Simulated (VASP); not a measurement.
# Ge3Pd (Pm-3m) in VASP: a series of runs

Runs on Ge3Pd. Level: PBEsol+U. Tasks: single point.

Everything below comes from runs of VASP 6.6.1. Logs are shortened: lines on timing, memory, paths and dates and some standing lists are left out, and cuts for length are marked.

## (1) The cell of the first run

The structure is cubic, space group Pm-3m (No. 221). Conventional cell: a = 4.142 Å, b = 4.142 Å, c = 4.142 Å, α = 90.00°, β = 90.00°, γ = 90.00°. Pd (site symmetry m-3m) has 12 Ge at 2.93 Å within 3.9 Å. Ge (site symmetry 4/mmm) has 4 Pd at 2.93 Å and 8 Ge at 2.93 Å within 3.9 Å.

## (2) Single point, PBEsol+U

INCAR

```
PREC = Accurate
ENCUT = 520
EDIFF = 1E-6
ISMEAR = -1
SIGMA = 0.05
LREAL = F
LASPH = T
NELM = 150
ALGO = Normal
ISIF = 2
LWAVE = F
LCHARG = F
LMAXMIX = 4
LDAU = T
LDAUTYPE = 2
LDAUL = 2 -1
LDAUU = 3 0
LDAUJ = 0 0
LDAUPRINT = 1
GGA = PS
NBANDS = 34
```

KPOINTS

```
Automatic mesh
0
Gamma
  7 7 7
```

POSCAR

```
Ge3Pd
1.0
    4.1420230000      0.0000000000      0.0000000000
    0.0000000000      4.1420230000      0.0000000000
    0.0000000000      0.0000000000      4.1420230000
Pd Ge
1 3
Direct
    0.0000000000      0.0000000000      0.0000000000
    0.5000000000      0.5000000000      0.0000000000
    0.5000000000      0.0000000000      0.5000000000
    0.0000000000      0.5000000000      0.5000000000
```

Potentials or basis: VASP PAW PBE potentials, release 64 (Pd, Ge_d).

Started as:

```
> cat potpaw_PBE.64/Pd/POTCAR potpaw_PBE.64/Ge_d/POTCAR > POTCAR
> mpirun -np 1 vasp_std > vasp.out
```

OUTCAR:

```text
PREC = Accurate
   ENCUT = 520
   EDIFF = 1E-6
   ISMEAR = -1
   LREAL = F
   LASPH = T
   NELM = 150
   ISIF = 2
   GGA = PS

 ion  position               nearest neighbor table
   1  0.000  0.000  0.000-   2 2.93   3 2.93   4 2.93   3 2.93   4 2.93   2 2.93   4 2.93   4 2.93
                             2 2.93   3 2.93   3 2.93   2 2.93
   2  0.500  0.500  0.000-   1 2.93   1 2.93   1 2.93   1 2.93
   3  0.500  0.000  0.500-   1 2.93   1 2.93   1 2.93   1 2.93
   4  0.000  0.500  0.500-   1 2.93   1 2.93   1 2.93   1 2.93

  LATTYP: Found a simple cubic cell.
 ALAT       =     4.1420230000

  Lattice vectors:

 A1 = (   4.1420230000,   0.0000000000,   0.0000000000)
 A2 = (   0.0000000000,   4.1420230000,   0.0000000000)
 A3 = (   0.0000000000,   0.0000000000,   4.1420230000)

Analysis of symmetry for initial positions (statically):
=====================================================================
 Subroutine PRICEL returns:
 Original cell was already a primitive cell.

 Routine SETGRP: Setting up the symmetry group for a
 simple cubic supercell.

 Subroutine GETGRP returns: Found 48 space group operations
 (whereof 48 operations were pure point group operations)
 out of a pool of 48 trial point group operations.

The static configuration has the point symmetry O_h .

Analysis of symmetry for dynamics (positions and initial velocities):
=====================================================================
 Subroutine PRICEL returns:
 Original cell was already a primitive cell.

 Routine SETGRP: Setting up the symmetry group for a
 simple cubic supercell.

 Subroutine GETGRP returns: Found 48 space group operations
 (whereof 48 operations were pure point group operations)
 out of a pool of 48 trial point group operations.

The dynamic configuration has the point symmetry O_h .

 Subroutine INISYM returns: Found 48 space group operations
 (whereof 48 operations are pure point group operations),
[... 142 lines left out ...]

  0.8933 -0.0000 -0.0000  0.0000 -0.0000
 -0.0000  0.8933 -0.0000  0.0000  0.0000
 -0.0000 -0.0000  0.9026 -0.0000  0.0000
  0.0000  0.0000 -0.0000  0.8933 -0.0000
 -0.0000  0.0000  0.0000 -0.0000  0.9026

spin component  2

  0.8933 -0.0000 -0.0000  0.0000 -0.0000
 -0.0000  0.8933 -0.0000  0.0000  0.0000
 -0.0000 -0.0000  0.9026 -0.0000  0.0000
  0.0000  0.0000 -0.0000  0.8933 -0.0000
 -0.0000  0.0000  0.0000 -0.0000  0.9026

 occupancies and eigenvectors

  o =  0.8933  v =  0.0000 -0.3386  0.0000 -0.9409 -0.0000  0.0000  0.0000  0.0000  0.0000  0.0000      0.0000  0.0000  0.0000  0.0000  0.0000  0.0000  0.0000  0.0000  0.0000  0.0000
  o =  0.8933  v =  0.0000  0.0000  0.0000  0.0000  0.0000  0.0000 -0.3386  0.0000 -0.9409 -0.0000      0.0000  0.0000  0.0000  0.0000  0.0000  0.0000  0.0000  0.0000  0.0000  0.0000
  o =  0.8933  v =  1.0000  0.0000  0.0000  0.0000  0.0000  0.0000  0.0000  0.0000  0.0000  0.0000      0.0000  0.0000  0.0000  0.0000  0.0000  0.0000  0.0000  0.0000  0.0000  0.0000
  o =  0.8933  v =  0.0000  0.0000  0.0000  0.0000  0.0000  1.0000  0.0000  0.0000  0.0000  0.0000      0.0000  0.0000  0.0000  0.0000  0.0000  0.0000  0.0000  0.0000  0.0000  0.0000
  o =  0.8933  v =  0.0000  0.9409 -0.0000 -0.3386 -0.0000  0.0000  0.0000  0.0000  0.0000  0.0000      0.0000  0.0000  0.0000  0.0000  0.0000  0.0000  0.0000  0.0000  0.0000  0.0000
  o =  0.8933  v =  0.0000  0.0000  0.0000  0.0000  0.0000  0.0000  0.9409 -0.0000 -0.3386 -0.0000      0.0000  0.0000  0.0000  0.0000  0.0000  0.0000  0.0000  0.0000  0.0000  0.0000
  o =  0.9026  v =  0.0000  0.0000 -0.4452 -0.0000  0.8954  0.0000  0.0000  0.0000  0.0000  0.0000      0.0000  0.0000  0.0000  0.0000  0.0000  0.0000  0.0000  0.0000  0.0000  0.0000
  o =  0.9026  v =  0.0000  0.0000  0.0000  0.0000  0.0000  0.0000  0.0000 -0.4452 -0.0000  0.8954      0.0000  0.0000  0.0000  0.0000  0.0000  0.0000  0.0000  0.0000  0.0000  0.0000
  o =  0.9026  v =  0.0000  0.0000  0.0000  0.0000  0.0000  0.0000  0.0000  0.8954  0.0000  0.4452      0.0000  0.0000  0.0000  0.0000  0.0000  0.0000  0.0000  0.0000  0.0000  0.0000
  o =  0.9026  v =  0.0000  0.0000  0.8954  0.0000  0.4452  0.0000  0.0000  0.0000  0.0000  0.0000      0.0000  0.0000  0.0000  0.0000  0.0000  0.0000  0.0000  0.0000  0.0000  0.0000

 number of electron      52.0000056 magnetization

 Free energy of the ion-electron system (eV)
  ---------------------------------------------------
  ext. energy  EPLUGINS =         0.00000000
  ---------------------------------------------------
  free energy    TOTEN  =       -18.99264020 eV

  energy without entropy =      -18.97787616  energy(sigma->0) =      -18.98525818

 E-fermi :   7.2494     XC(G=0): -11.8422

 val. band max:        7.1944526846   @ k =   0.4286   0.4286   0.1429
 cond. band min:       7.3100659296   @ k =   0.4286   0.4286   0.0000
 fundamental gap:      0.1156132450
 Fermi energy:         7.2494305992

 k-point     1 :       0.0000    0.0000    0.0000
  band No.  band energies     occupation
      1     -17.4271      2.00000
      2     -17.4271      2.00000
      3     -17.4271      2.00000
      4     -17.4151      2.00000
      5     -17.3650      2.00000
      6     -17.3650      2.00000
[... 729 lines left out ...]
     33      14.7851      0.00000
     34      19.0229      0.00000

------------------------ aborting loop because EDIFF is reached ----------------------------------------

  FORCE on cell =-STRESS in cart. coord.  units (eV):
  Direction    XX          YY          ZZ          XY          YZ          ZX
  --------------------------------------------------------------------------------------
  -------------------------------------------------------------------------------------
  Total       -2.5478078     -2.5478078     -2.5478078     -0.0000000      0.0000000     -0.0000000
  in kB      -57.4433449    -57.4433449    -57.4433449     -0.0000000      0.0000000     -0.0000000
  external PRESSURE =     -57.4433449 kB  Pullay stress =       0.0000000 kB

 VOLUME and BASIS-vectors are now :
 -----------------------------------------------------------------------------
  energy-cutoff  :      520.00
  volume of cell :       71.06
      direct lattice vectors                 reciprocal lattice vectors
     4.142023000  0.000000000  0.000000000     0.241427921  0.000000000  0.000000000
     0.000000000  4.142023000  0.000000000     0.000000000  0.241427921  0.000000000
     0.000000000  0.000000000  4.142023000     0.000000000  0.000000000  0.241427921

 POSITION                                       TOTAL-FORCE (eV/Angst)
 -----------------------------------------------------------------------------------
      0.00000      0.00000      0.00000         0.000000      0.000000      0.000000
      2.07101      2.07101      0.00000         0.000000      0.000000      0.000000
      2.07101      0.00000      2.07101         0.000000      0.000000      0.000000
      0.00000      2.07101      2.07101         0.000000      0.000000      0.000000
 -----------------------------------------------------------------------------------
    total drift:                                0.000000     -0.000000     -0.000000

  FREE ENERGIE OF THE ION-ELECTRON SYSTEM (eV)
  ---------------------------------------------------
  free  energy   TOTEN  =       -18.9926402033 eV

  energy  without entropy=      -18.9778761595  energy(sigma->0) =      -18.98525818
```

It took 23 s on 1 thread of AMD EPYC 9R14 (Zen 4), shared host; peak memory 0.17 GiB.

Results:

```yaml
Free_energy: -18.9926 eV
Pressure: -5.7 GPa
Band_gap_on_the_k_mesh: zero (band 26 reaches 7.40 eV, above the bottom of band 27 at 5.53 eV)
```

Eigenvalues of the final occupation matrices:
```csv
site,spin,trace,eigenvalues
site 1 d,1,4.49,0.89 0.89 0.89 0.90 0.90
site 1 d,2,4.49,0.89 0.89 0.89 0.90 0.90
```

Caveat: the PAW data sets were made with another functional, which shifts forces and pressure a little; U without spin polarisation on a metal has little footing; the U is typed as a test and isn't derived for this compound.

## (3) Single point, PBEsol+U

INCAR

```
SYSTEM = Ge3Pd
ALGO = Normal ; EDIFF = 1E-6
ENCUT = 520 ; GGA = PS
ISIF = 2 ; ISMEAR = -1
LASPH = .True. ; LCHARG = .True.
LDAU = .True. ; LDAUJ = 0 0
LDAUL = 2 -1 ; LDAUPRINT = 1
LDAUTYPE = 2 ; LDAUU = 4 0
LELF = .True. ; LMAXMIX = 4
LREAL = .False. ; LVHAR = .True.
LWAVE = .False. ; NBANDS = 34
NELM = 150 ; PREC = Accurate
SIGMA = 0.05
```

KPOINTS

```
k-points
0
Gamma
  7 7 7
  0 0 0
```

POSCAR is that of step 2.

Potentials or basis: VASP PAW PBE potentials, release 64 (Pd, Ge_d).

Started as:

```
> cat potpaw_PBE.64/Pd/POTCAR potpaw_PBE.64/Ge_d/POTCAR > POTCAR
> mpirun -np 1 vasp_std > vasp.out
```

It took 23 s on 1 thread of AMD EPYC 9R14 (Zen 4), shared host; peak memory 0.17 GiB.

The run converged. Its results:

- Free energy: -18.5570 eV
- Pressure: -6.1 GPa
- Band gap on the k mesh: zero (band 26 reaches 7.36 eV, above the bottom of band 27 at 5.35 eV)

Levels at points of the mesh, in eV from the Fermi level:
```
           k point  band 23  band 24  band 25  band 26  band 27  band 28  band 29  band 30
(0.00, 0.00, 0.00)    -3.25    -3.25    -2.02    -2.02     1.12     3.09     3.09     3.09
```

Eigenvalues of the final occupation matrices:
```tsv
site	spin	trace	eigenvalues
site 1 d	1	4.55	0.91 0.91 0.91 0.92 0.92
site 1 d	2	4.55	0.91 0.91 0.91 0.92 0.92
```

Caveat: the PAW data sets were made with another functional, which shifts forces and pressure a little; U without spin polarisation on a metal has little footing; the U is typed as a test and isn't derived for this compound.
